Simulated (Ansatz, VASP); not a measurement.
## Mg in VASP and in Ansatz

```
CELL_PARAMETERS angstrom
3.05030 0.00000 0.02288
-1.52515 2.64164 -0.01144
0.02284 0.00000 3.04484
ATOMIC_POSITIONS crystal
Mg 0.00000 0.00000 0.00000
```

Change from the starting cell: strain +0.0150 x Voigt [0, 0, 0, 0, 1, 0], atoms carried along.

Alike in both runs: task single point; functional LDA; k mesh 18 × 18 × 16; occupations gaussian, width 0.15 eV; no spin polarisation.

|  | VASP | Ansatz |
| --- | --- | --- |
| version | VASP 6.6.1 | Ansatz 0.2.0 |
| potentials or method | VASP PAW LDA potentials, release 64 (Mg), cutoff 520 eV | scalar-relativistic, plane waves, PAW |
| valence electrons in the cell | 2 | 10 |

```csv
,VASP,Ansatz,Ansatz less VASP
gap on the k mesh at the Fermi level (eV),none,none,-
pressure (GPa),-0.8,-0.5,+0.25
"traceless stress, the component that is largest in VASP (GPa)",0.12,0.12,-0.001
```

LDA's correlation is that of Perdew and Zunger in VASP and of Perdew and Wang (1992) in Ansatz. A gap of «none» marks a metal or a gap that the smearing closes. VASP's potentials hold 2 valence electrons a cell and Ansatz's 10, so a difference there can come from the potentials and not from the codes.
